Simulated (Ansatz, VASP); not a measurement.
This is a calculation of PbS for VASP 6.6.1.

INCAR

```
SYSTEM = PbS
  PREC = Accurate
  ENCUT = 600
  EDIFF = 1E-6
  ISMEAR = -1
  SIGMA = 0.05
  LREAL = .False.
  LASPH = .True.
  NELM = 100
  ALGO = Normal
  ISIF = 3
  LWAVE = .False.
  LCHARG = .False.
  GGA = PE
  IVDW = 13
  IBRION = 2
  NSW = 60
  EDIFFG = -0.01
```

File KPOINTS:

```
regular mesh
0
Gamma
  8 8 7
  0 0 0
```

POSCAR

```
PbS
1.0
    4.0896976867      0.0000000000      0.0000000000
   -2.0448488433      3.5417820905      0.0000000000
    0.0000000000      0.0000000000      3.7881670000
Pb S
1 1
Direct
    0.0000000000      0.0000000000      0.0000000000
    0.6666666667      0.3333333333      0.5000000000
```

Potentials or basis: VASP PAW PBE potentials, release 64 (Pb_d, S).

Command:

```sh
$ cat potpaw_PBE.64/Pb_d/POTCAR potpaw_PBE.64/S/POTCAR > POTCAR
$ mpirun -np 1 vasp_std > vasp.out
```

Translate it to Ansatz 0.2.0. Potentials there: Ansatz PAW.

As run (the cutoff follows the program's own potentials):

File input.yaml:

```yaml
crystal:
  lattice:
    - [4.0896976867, 0.0, 0.0]
    - [-2.0448488433, 3.5417820905, 0.0]
    - [0.0, 0.0, 3.788167]
  atoms:
    - { symbol: Pb, position: [0.0, 0.0, 0.0] }
    - { symbol: S, position: [0.6666666667, 0.3333333333, 0.5] }
hamiltonian:
  xc: pbe
  pseudopotentials: { kind: paw }
  dispersion: d4
kpoints:
  mp_grid: { grid: [8, 8, 7] }
scf:
  occupations: { method: fermi_dirac, width: 0.05 }
output:
  forces: true
  stress: true
  eigenvalues: true
relax:
  f_tol: 0.01
  max_steps: 40
  cell: { stress_tol: 0.05 }
```

Potentials or basis: Ansatz PAW.

Command:

```bash
$ ansatz run input.yaml --threads 2 --pin off --max-ram 5632MiB --backend cpu --events-out ev --progress --plain --runs-dir out
```

Both were run:

|  | VASP | Ansatz | Ansatz less VASP |
| --- | --- | --- | --- |
| gap on the k mesh at the Fermi level, each at its own relaxed structure (eV) | none | none | - |
| relaxed volume (Å³/atom) | 26.28 | 26.29 | +0.004 |
| relaxed cell length with the largest relative difference (Å) | 3.772 | 3.771 | -0.0010 |

A gap of «none» marks a metal or a gap that the smearing closes.

Neither program's run includes spin-orbit coupling. Noted on Ansatz's run: the plane-wave basis is chosen anew once the cell has moved, so the energies of steps on either side of that aren't comparable.
